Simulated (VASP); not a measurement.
Input of a VASP 6.6.1 run:

The input INCAR:

```
ALGO = Normal
EDIFF = 1E-7
ENCUT = 520
GGA = PE
ISIF = 2
ISMEAR = 0
LASPH = True
LCHARG = False
LREAL = False
LWAVE = False
NBANDS = 12
NELM = 60
PREC = Accurate
SIGMA = 0.01
```

KPOINTS

```
k-points
0
Gamma
  6 6 6
```

The input POSCAR:

```
LiF
1.0
    2.5162584520      0.0000000000      0.0000000000
    0.0000000000      2.5162584520      0.0000000000
    0.0000000000      0.0000000000      2.5162584520
Li F
1 1
Direct
    0.0000000000      0.0000000000      0.0000000000
    0.5000000000      0.5000000000      0.5000000000
```

Potentials or basis: VASP PAW PBE potentials, release 64 (Li_sv, F).

The run is started by

```bash
$ cat potpaw_PBE.64/Li_sv/POTCAR potpaw_PBE.64/F/POTCAR > POTCAR
$ mpirun -np 1 vasp_std > vasp.out
```

(1) Estimate the band gap on the k mesh.

## Answers

(1) 7.95 eV, indirect (least direct gap 8.67 eV).
